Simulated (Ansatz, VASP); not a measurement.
## Bi in VASP and in Ansatz

```
Bi
1.0
     2.26237    1.30618    3.89334
    -2.26237    1.30618    3.89334
     0.00000   -2.61235    3.89334
Bi
2
Direct
  0.23654 0.23654 0.23654
  0.76346 0.76346 0.76346
```

Alike in both runs: functional PBEsol; k mesh 12 × 12 × 12; occupations gaussian, width 0.05 eV; no spin polarisation.

Ansatz relaxed the structure, and its values are those at the end. VASP's run is a single point on that final structure, the one shown.

|  | VASP | Ansatz |
| --- | --- | --- |
| version | VASP 6.6.1 | Ansatz 0.2.0 |
| potentials or method | VASP PAW PBE potentials, release 64 (Bi_d), cutoff 520 eV | scalar-relativistic, plane waves, PAW |
| valence electrons in the cell | 30 | 30 |

```csv
,VASP,Ansatz,Ansatz less VASP
pressure (GPa),-0.1,-0.1,+0.06
```

VASP's potentials were made for PBE, not for PBEsol.

Neither program's run includes spin-orbit coupling.
